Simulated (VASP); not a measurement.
Wanted: the native input for a VASP 6.6.1 run.

```
Task                   : single point
Functional             : LDA
Potentials or basis    : VASP PAW LDA potentials, release 64 (Pt)
Cutoff                 : 520 eV
k mesh                 : 9 × 9 × 13
Occupations            : fermi-dirac, width 0.1 eV
Spin                   : no spin polarisation
Dipole correction      : no
Further INCAR settings : ALGO = Normal; EDIFF = 1e-07; NBANDS = 22
```

The structure of Pt lies in POSCAR:

```
Pt
1.0
    4.4458448396      0.0000000000      0.0000000000
   -2.2229224198      3.8502145723      0.0000000000
    0.0000000000      0.0000000000      2.6487895863
Pt
3
Direct
    1.0000000000      1.0000000000      1.0000000000
    0.3333333333      0.6666666667      0.5000000000
    0.6666666667      0.3333333333      0.5000000000
```

These files were run (other wordings do the same):

INCAR

```
  ALGO = Normal
  EDIFF = 1E-7
  ENCUT = 520
  ISIF = 2
  ISMEAR = -1
  LASPH = True
  LCHARG = False
  LREAL = False
  LWAVE = False
  NBANDS = 22
  NELM = 100
  PREC = Accurate
  SIGMA = 0.1
```

KPOINTS

```
k-points
0
Gamma
  9 9 13
```

Potentials or basis: VASP PAW LDA potentials, release 64 (Pt).

The run is started by

```bash
$ cat potpaw_LDA.64/Pt/POTCAR > POTCAR
$ mpirun -np 1 vasp_std > vasp.out
```

It gave:

```yaml
Pressure: 0.7 GPa
Band_gap_on_the_k_mesh: zero (band 15 reaches 12.13 eV, above the bottom of band 16 at 10.76 eV)
```

Caveat: spin-orbit coupling is left out, which moves the levels of the heavy elements.

It took 51 s on 1 thread of AMD EPYC 7R13 Processor (Zen 3), with other jobs on the host, peak memory 0.16 GiB.
